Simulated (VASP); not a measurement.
Here is a VASP 6.6.1 calculation.

Contents of INCAR:

```
SYSTEM = Al
PREC = Accurate ; ENCUT = 520
EDIFF = 1E-6 ; ISMEAR = 0
SIGMA = 0.15 ; LREAL = .False.
LASPH = .True. ; NELM = 100
ALGO = Normal ; ISIF = 2
LWAVE = .False. ; LCHARG = .True.
GGA = CA ; LELF = .True.
LVHAR = .True. ; NBANDS = 8
```

KPOINTS

```
regular mesh
0
Gamma
  20 20 20
  0 0 0
```

File POSCAR:

```
Al
1.0
   -1.5116577555      1.5116577555      1.5912186900
    1.5116577555     -1.5116577555      1.5912186900
    1.5116577555      1.5116577555     -1.5912186900
Al
1
Direct
    0.0000000000      0.0000000000      0.0000000000
```

Potentials or basis: VASP PAW LDA potentials, release 64 (Al).

Command:

```console
$ cat potpaw_LDA.64/Al/POTCAR > POTCAR
$ mpirun -np 1 vasp_std > vasp.out
```

Problem. What does it give for the pressure?

Solution. 10.2 GPa.

Stress tensor (GPa, compression positive):
```
 9.22  0.00  0.00
 0.00  9.22  0.00
 0.00  0.00 12.21
```

Caveat: the cell differs from its parent crystal (strain -0.050 along x and y, +0.000 along z).
